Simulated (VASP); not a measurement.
# Ir (Fm-3m) in VASP: further runs

Ir is run at these levels: PBEsol; tasks: single point, relaxation of volume and atoms at fixed shape.

Program: VASP 6.6.1. These are calculated values, not measurements. Logs are shortened: lines on timing, memory, paths and dates and some standing lists are left out, and cuts for length are marked.

## 1. The cell of the first run

It takes space group Fm-3m (No. 225, cubic). The conventional cell has a = 3.830 Å, b = 3.830 Å, c = 3.830 Å, α = 90.00°, β = 90.00°, γ = 90.00°. Ir (site symmetry m-3m) has 12 Ir at 2.71 Å within 3.6 Å.

## 2. Single point, PBEsol

Contents of INCAR:

```
SYSTEM = Ir
PREC = Accurate ; ENCUT = 520
EDIFF = 1E-6 ; ISMEAR = -1
SIGMA = 0.05 ; LREAL = .False.
LASPH = .True. ; NELM = 80
ALGO = Normal ; ISIF = 2
LWAVE = .False. ; LCHARG = .False.
GGA = PS ; NBANDS = 26
```

Contents of KPOINTS:

```
regular mesh
0
Gamma
  5 5 5
  0 0 0
```

Contents of POSCAR:

```
Ir
1.0
    3.8303253292      0.0000000000      0.0000000000
    0.0000000000      3.8303253292      0.0000000000
    0.0000000000      0.0000000000      3.8303253292
Ir
4
Direct
    0.0000000000      0.0000000000      0.0000000000
    0.0000000000      0.5000000000      0.5000000000
    0.5000000000      0.0000000000      0.5000000000
    0.5000000000      0.5000000000      0.0000000000
```

Potentials or basis: VASP PAW PBE potentials, release 64 (Ir).

On the command line:

```
> cat potpaw_PBE.64/Ir/POTCAR > POTCAR
> mpirun -np 1 vasp_std > vasp.out
```

OUTCAR:

```text
SYSTEM = Ir
   PREC = Accurate
   ENCUT = 520
   EDIFF = 1E-6
   ISMEAR = -1
   LREAL = .False.
   LASPH = .True.
   NELM = 80
   ISIF = 2
   GGA = PS

 ion  position               nearest neighbor table
   1  0.000  0.000  0.000-   2 2.71   3 2.71   4 2.71   2 2.71   3 2.71   2 2.71   4 2.71   2 2.71
                             3 2.71   4 2.71   3 2.71   4 2.71
   2  0.000  0.500  0.500-   1 2.71   3 2.71   4 2.71   1 2.71   4 2.71   1 2.71   3 2.71   1 2.71
                             3 2.71   4 2.71   4 2.71   3 2.71
   3  0.500  0.000  0.500-   1 2.71   2 2.71   4 2.71   1 2.71   4 2.71   2 2.71   4 2.71   4 2.71
                             1 2.71   2 2.71   1 2.71   2 2.71
   4  0.500  0.500  0.000-   1 2.71   2 2.71   3 2.71   2 2.71   3 2.71   1 2.71   3 2.71   3 2.71
                             1 2.71   2 2.71   2 2.71   1 2.71

  LATTYP: Found a simple cubic cell.
 ALAT       =     3.8303253292

  Lattice vectors:

 A1 = (   3.8303253292,   0.0000000000,   0.0000000000)
 A2 = (   0.0000000000,   3.8303253292,   0.0000000000)
 A3 = (   0.0000000000,   0.0000000000,   3.8303253292)

Analysis of symmetry for initial positions (statically):
=====================================================================
 Subroutine PRICEL returns following result:

  LATTYP: Found a face centered cubic cell.
 ALAT       =     3.8303253292

  Lattice vectors:

 A1 = (   1.9151626646,  -1.9151626646,   0.0000000000)
 A2 = (   1.9151626646,   0.0000000000,   1.9151626646)
 A3 = (   0.0000000000,  -1.9151626646,   1.9151626646)

   4 primitive cells build up your supercell.

 Routine SETGRP: Setting up the symmetry group for a
 simple cubic supercell.

 Subroutine GETGRP returns: Found 48 space group operations
 (whereof 48 operations were pure point group operations)
 out of a pool of 48 trial point group operations.

The static configuration has the point symmetry O_h .

Analysis of symmetry for dynamics (positions and initial velocities):
=====================================================================
 Subroutine PRICEL returns following result:

  LATTYP: Found a face centered cubic cell.
 ALAT       =     3.8303253292

  Lattice vectors:

 A1 = (   1.9151626646,  -1.9151626646,   0.0000000000)
 A2 = (   1.9151626646,   0.0000000000,   1.9151626646)
 A3 = (   0.0000000000,  -1.9151626646,   1.9151626646)

   4 primitive cells build up your supercell.

 Routine SETGRP: Setting up the symmetry group for a
 simple cubic supercell.

 Subroutine GETGRP returns: Found 48 space group operations
 (whereof 48 operations were pure point group operations)
 out of a pool of 48 trial point group operations.

The dynamic configuration has the point symmetry O_h .

 Subroutine INISYM returns: Found 48 space group operations
 (whereof 48 operations are pure point group operations),
 and found     4 'primitive' translations

----------------------------------------------------------------------------------------

                                     Primitive cell

  volume of cell :      14.0491

  direct lattice vectors                    reciprocal lattice vectors
     1.915162665 -1.915162665  0.000000000     0.261074429 -0.261074429 -0.261074429
     1.915162665  0.000000000  1.915162665     0.261074429  0.261074429  0.261074429
     0.000000000 -1.915162665  1.915162665    -0.261074429 -0.261074429  0.261074429

  length of vectors
     2.708449014  2.708449014  2.708449014     0.452194176  0.452194176  0.452194176

  position of ions in fractional coordinates (direct lattice)
     0.000000000  0.000000000  0.000000000

  ion indices of the primitive-cell ions
   primitive index   ion index
                 1           1

----------------------------------------------------------------------------------------

 KPOINTS: regular mesh

Automatic generation of k-mesh.
 Grid dimensions read from file:
 generate k-points for:    5    5    5

 Generating k-lattice:

  Cartesian coordinates                     Fractional coordinates (reciprocal lattice)
     0.052214886  0.000000000  0.000000000     0.200000000  0.000000000  0.000000000
     0.000000000  0.052214886  0.000000000     0.000000000  0.200000000  0.000000000
     0.000000000  0.000000000  0.052214886     0.000000000  0.000000000  0.200000000

  Length of vectors
     0.052214886  0.052214886  0.052214886

  Shift w.r.t. Gamma in fractional coordinates (k-lattice)
     0.000000000  0.000000000  0.000000000

 Subroutine IBZKPT returns following result:
 ===========================================

 Found     10 irreducible k-points:

 Following reciprocal coordinates:
            Coordinates               Weight
  0.000000  0.000000  0.000000      1.000000
  0.200000  0.000000  0.000000      6.000000
  0.400000  0.000000  0.000000      6.000000
  0.200000  0.200000  0.000000     12.000000
  0.400000  0.200000  0.000000     24.000000
  0.400000  0.400000  0.000000     12.000000
  0.200000  0.200000  0.200000      8.000000
  0.400000  0.200000  0.200000     24.000000
  0.400000  0.400000  0.200000     24.000000
  0.400000  0.400000  0.400000      8.000000
   k-points           NKPTS =     10   k-points in BZ     NKDIM =     10   number of bands    NBANDS=     26
   number of dos      NEDOS =    301   number of ions     NIONS =      4
   total plane-waves  NPLWV =  21952
   dimension x,y,z NGX =    28 NGY =   28 NGZ =   28
   dimension x,y,z NGXF=    56 NGYF=   56 NGZF=   56
   ions per type =               4
   NGX,Y,Z   is equivalent  to a cutoff of  12.15, 12.15, 12.15 a.u.
   NGXF,Y,Z  is equivalent  to a cutoff of  24.31, 24.31, 24.31 a.u.
 SYSTEM =  Ir
   PREC   = accura    normal or accurate (medium, high low for compatibility)
   ISTART =      0    job   : 0-new  1-cont  2-samecut
   ICHARG =      2    charge: 1-file 2-atom 10-const
   ISPIN  =      1    spin polarized calculation?
   LNONCOLLINEAR =      F non collinear calculations
   LSORBIT =      F    spin-orbit coupling
   LASPH  =      T    aspherical Exc in radial PAW
   ENCUT  =  520.0 eV  38.22 Ry    6.18 a.u.   7.12  7.12  7.12*2*pi/ulx,y,z
   NELM   =     80;   NELMIN=  2; NELMDL= -5     # of ELM steps
   EDIFF  = 0.1E-05   stopping-criterion for ELM
   LREAL  =      F    real-space projection
   EDIFFG = 0.1E-04   stopping-criterion for IOM
   NSW    =      0    number of steps for IOM
   IBRION =     -1    ionic relax: 0-MD 1-quasi-New 2-CG
   NFREE  =      0    steps in history (QN), initial steepest desc. (CG)
   ISIF   =      2    stress and relaxation
   ISYM   =      2    0-nonsym 1-usesym 2-fastsym
   POTIM  = 0.5000    time-step for ionic-motion
   TEBEG  =    0.0;   TEEND  =   0.0 temperature during run
   PSTRESS=    0.0 pullay stress
   NELECT =      36.0000    total number of electrons
   NUPDOWN=      -1.0000    fix difference up-down
   EMIN   =  10.00;   EMAX   =-10.00  energy-range for DOS
   EFERMI =   0.00;   METHOD = LEGACY
   ISMEAR =    -1;   SIGMA  =   0.05  broadening in eV -4-tet -1-fermi 0-gaus
   EFERMI_NEDOS =   21; number of points for ismear=-14 and -15
   IALGO  =     38    algorithm
   IMIX   =      4    mixing-type and parameters
     AMIX     =   0.40;   BMIX     =  1.00
     AMIX_MAG =   1.60;   BMIX_MAG =  1.00
  volume/ion in A,a.u.               =      14.05        94.81
  Fermi-wavevector in a.u.,A,eV,Ry     =   1.411259  2.666892 27.098063  1.991651
  Thomas-Fermi vector in A             =   2.533129
   LORBIT       =      0    0 simple, 1 ext, 2 COOP (PROOUT), +10 PAW based schemes
   GGA     = PS    functional components
   LHFCALC =     F    Hartree Fock is set to
   AEXX    =    0.0000 exact exchange contribution
   IVDW    =     0    specifies the selected vdW correction
   LEPSILON=     F    determine dielectric tensor
   LRPA    =     F    only Hartree local field effects (RPA)
 non-spin polarized calculation
  energy-cutoff  :      520.00
  volume of cell :       56.20
 maximum number of plane-waves:      1523
   NGX = 15   NGY = 15   NGZ = 15

 number of electron      35.9999988 magnetization

 Free energy of the ion-electron system (eV)
  ---------------------------------------------------
  ext. energy  EPLUGINS =         0.00000000
  ---------------------------------------------------
  free energy    TOTEN  =       -39.32992355 eV

  energy without entropy =      -39.29441242  energy(sigma->0) =      -39.31216798

 E-fermi :  10.4483     XC(G=0): -14.1422

 val. band max:       10.3635998577   @ k =   0.2000   0.2000   0.0000
 cond. band min:      10.4655789388   @ k =   0.2000   0.0000   0.0000
 fundamental gap:      0.1019790812
 Fermi energy:        10.4482587534

 k-point     1 :       0.0000    0.0000    0.0000
  band No.  band energies     occupation
      1      -0.8986      2.00000
      2       2.3503      2.00000
      3       2.3503      2.00000
      4       2.3503      2.00000
      5       2.9174      2.00000
      6       2.9174      2.00000
[... 18 lines left out ...]
     25      20.9281      0.00000
     26      20.9281      0.00000

 k-point     2 :       0.2000    0.0000    0.0000
  band No.  band energies     occupation
      1      -0.3085      2.00000
      2       2.5805      2.00000
      3       2.8016      2.00000
      4       2.8016      2.00000
      5       3.1783      2.00000
      6       3.3284      2.00000
[... 18 lines left out ...]
     25      19.5312      0.00000
     26      19.5312      0.00000

 k-point     3 :       0.4000    0.0000    0.0000
  band No.  band energies     occupation
      1       1.2474      2.00000
      2       2.6473      2.00000
      3       3.7908      2.00000
      4       3.7908      2.00000
      5       3.9148      2.00000
      6       4.5335      2.00000
[... 166 lines left out ...]
 k-point     9 :       0.4000    0.4000    0.2000
  band No.  band energies     occupation
      1       2.4073      2.00000
      2       3.1779      2.00000
      3       3.1779      2.00000
      4       3.4290      2.00000
      5       5.3396      2.00000
      6       5.6194      2.00000
[... 18 lines left out ...]
     25      17.9057      0.00000
     26      19.5965      0.00000

 k-point    10 :       0.4000    0.4000    0.4000
  band No.  band energies     occupation
      1       2.1455      2.00000
      2       2.5109      2.00000
      3       2.5109      2.00000
      4       2.5109      2.00000
      5       5.9873      2.00000
      6       5.9873      2.00000
[... 18 lines left out ...]
     25      17.7327      0.00000
     26      17.7327      0.00000

------------------------ aborting loop because EDIFF is reached ----------------------------------------

  FORCE on cell =-STRESS in cart. coord.  units (eV):
  Direction    XX          YY          ZZ          XY          YZ          ZX
  --------------------------------------------------------------------------------------
  -------------------------------------------------------------------------------------
  Total        0.3518658      0.3518658      0.3518658      0.0000000     -0.0000000      0.0000000
  in kB       10.0318420     10.0318420     10.0318420      0.0000000     -0.0000000      0.0000000
  external PRESSURE =      10.0318420 kB  Pullay stress =       0.0000000 kB

 VOLUME and BASIS-vectors are now :
 -----------------------------------------------------------------------------
  energy-cutoff  :      520.00
  volume of cell :       56.20
      direct lattice vectors                 reciprocal lattice vectors
     3.830325329  0.000000000  0.000000000     0.261074429  0.000000000  0.000000000
     0.000000000  3.830325329  0.000000000     0.000000000  0.261074429  0.000000000
     0.000000000  0.000000000  3.830325329     0.000000000  0.000000000  0.261074429

 POSITION                                       TOTAL-FORCE (eV/Angst)
 -----------------------------------------------------------------------------------
      0.00000      0.00000      0.00000        -0.000000      0.000000      0.000000
      0.00000      1.91516      1.91516         0.000000     -0.000000     -0.000000
      1.91516      0.00000      1.91516        -0.000000      0.000000      0.000000
      1.91516      1.91516      0.00000        -0.000000     -0.000000     -0.000000
 -----------------------------------------------------------------------------------
    total drift:                                0.000000      0.000000      0.000000

  FREE ENERGIE OF THE ION-ELECTRON SYSTEM (eV)
  ---------------------------------------------------
  free  energy   TOTEN  =       -39.3299235470 eV

  energy  without entropy=      -39.2944124153  energy(sigma->0) =      -39.31216798
```

It took 17 s on 1 thread of Intel Xeon Platinum 8559C (Emerald Rapids), shared host; peak memory 0.15 GiB.

Results:

```yaml
Free_energy: -39.3299 eV
Pressure: 1.0 GPa
Band_gap_on_the_k_mesh: zero (band 18 reaches 11.86 eV, above the bottom of band 19 at 9.34 eV)
```

Caveat: the PAW data sets were made with another functional, which shifts forces and pressure a little; spin-orbit coupling is left out, which moves the levels of the heavy elements.

## 3. Relaxation of volume and atoms at fixed shape, PBEsol

Contents of INCAR:

```
  ALGO = Normal
  EDIFF = 1E-6
  EDIFFG = -0.02
  ENCUT = 600
  GGA = PS
  IBRION = 2
  ISIF = 8
  ISMEAR = -1
  LASPH = True
  LCHARG = False
  LREAL = False
  LWAVE = False
  NELM = 80
  NSW = 60
  PREC = Accurate
  SIGMA = 0.05
```

Contents of KPOINTS:

```
k-points
0
Gamma
  5 5 5
```

Contents of POSCAR:

```
Ir
1.0
    3.8300000000      0.0000000000      0.0000000000
    0.0000000000      3.8300000000      0.0000000000
    0.0000000000      0.0000000000      3.8300000000
Ir
4
Direct
    0.0000000000      0.0000000000      0.0000000000
    0.0000000000      0.5000000000      0.5000000000
    0.5000000000      0.0000000000      0.5000000000
    0.5000000000      0.5000000000      0.0000000000
```

Potentials or basis: VASP PAW PBE potentials, release 64 (Ir).

On the command line:

```
> cat potpaw_PBE.64/Ir/POTCAR > POTCAR
> mpirun -np 1 vasp_std > vasp.out
```

It took 31 s on 1 thread of Intel Xeon Platinum 8559C (Emerald Rapids), shared host; peak memory 0.18 GiB.

The run converged. Its results:

```yaml
Free_energy: -39.3306 eV
Relaxed_volume: 14.09 Å³/atom
Relaxed_cell: a = 3.834 Å, b = 3.834 Å, c = 3.834 Å, α = 90.00°, β = 90.00°, γ = 90.00°
Space_group_after_relaxing_to_0.05_Å: Fm-3m (No. 225)
Energy_gained_by_relaxing: 0.2 meV/atom
Ionic_steps: 3
Pressure_after_relaxing: 0.0 GPa
Band_gap_on_the_k_mesh: zero (band 18 reaches 11.80 eV, above the bottom of band 19 at 9.29 eV)
```

The path:
```
step  energy change (eV)  largest force (eV/Å)  pressure (GPa)  volume (Å³)
   1              0.0000                0.0000            1.18        56.18
   2              0.0091                0.0000           -4.52        57.03
   3             -0.0006                0.0000            0.01        56.35
```

Final structure:
```
CELL_PARAMETERS angstrom
3.83386 0.00000 0.00000
0.00000 3.83386 0.00000
0.00000 0.00000 3.83386
ATOMIC_POSITIONS crystal
Ir 0.00000 0.00000 0.00000
Ir 0.00000 0.50000 0.50000
Ir 0.50000 0.00000 0.50000
Ir 0.50000 0.50000 0.00000
```

Levels at points of the mesh, in eV from the Fermi level:
```csv
k point,band 14,band 15,band 16,band 17,band 18,band 19,band 20,band 21,band 22
"(0.00, 0.00, 0.00)",0.82,0.82,1.40,1.40,1.40,1.40,1.40,1.40,1.56
```

Caveat: the PAW data sets were made with another functional, which shifts forces and pressure a little; spin-orbit coupling is left out, which moves the levels of the heavy elements.

## 4. Single point, PBEsol

Contents of INCAR:

```
SYSTEM = Ir
PREC = Accurate ; ENCUT = 500
EDIFF = 1E-6 ; ISMEAR = -1
SIGMA = 0.05 ; LREAL = .False.
LASPH = .True. ; NELM = 120
ALGO = Normal ; ISIF = 2
LWAVE = .False. ; LCHARG = .False.
GGA = PS ; NBANDS = 42
GGA_COMPAT = .False.
```

Contents of KPOINTS:

```
regular mesh
0
Gamma
  5 5 5
  0 0 0
```

Contents of POSCAR:

```
Ir
1.0
    3.8303253292      0.0000000000      0.0000000000
    0.0000000000      3.8303253292      0.0000000000
    0.0000000000      0.0000000000      3.8303253292
Ir
4
Direct
    0.0000000000      0.0000000000      0.0000000000
    0.0000000000      0.5000000000      0.5000000000
    0.5000000000      0.0000000000      0.5000000000
    0.5000000000      0.5000000000      0.0000000000
```

Potentials or basis: VASP PAW PBE potentials, release 64 (Ir_sv_GW).

On the command line:

```
> cat potpaw_PBE.64/Ir_sv_GW/POTCAR > POTCAR
> mpirun -np 1 vasp_std > vasp.out
```

It took 16 s on 1 thread of Intel Xeon Platinum 8559C (Emerald Rapids), shared host; peak memory 0.16 GiB.

It converged, with:

- Free energy: -41.6304 eV
- Pressure: -3.2 GPa
- Band gap on the k mesh: zero (band 34 reaches 14.38 eV, above the bottom of band 35 at 11.84 eV)

Levels at points of the mesh, in eV from the Fermi level:
| k point | band 31 | band 32 | band 33 | band 34 | band 35 | band 36 | band 37 | band 38 |
| --- | --- | --- | --- | --- | --- | --- | --- | --- |
| (0.00, 0.00, 0.00) | 0.83 | 1.42 | 1.42 | 1.42 | 1.42 | 1.42 | 1.42 | 1.56 |

Caveat: the PAW data sets were made with another functional, which shifts forces and pressure a little; spin-orbit coupling is left out, which moves the levels of the heavy elements.

## 5. The runs side by side

```tsv
task	potentials or basis	cell	cutoff (eV)	second run	gap on the mesh (eV)	pressure (GPa)
single point	VASP PAW PBE potentials, release 64 (Ir)	a = 3.830 Å, 4 atoms	520	-	none	1.0
relaxation of volume and atoms at fixed shape	VASP PAW PBE potentials, release 64 (Ir)	relaxed from a = 3.830 Å, 4 atoms	600	-	none	0.0
single point	VASP PAW PBE potentials, release 64 (Ir_sv_GW)	a = 3.830 Å, 4 atoms	500	valence_matched	none	-3.2
```

Alike in all rows: level PBEsol; no spin polarisation; k mesh 5 × 5 × 5; smearing fermi-dirac 0.05 eV.

Caveats: the PAW data sets were made with another functional, which shifts forces and pressure a little; spin-orbit coupling is left out, which moves the levels of the heavy elements.

Total energies depend on the potentials used, so only differences within one code and one set of settings carry meaning.
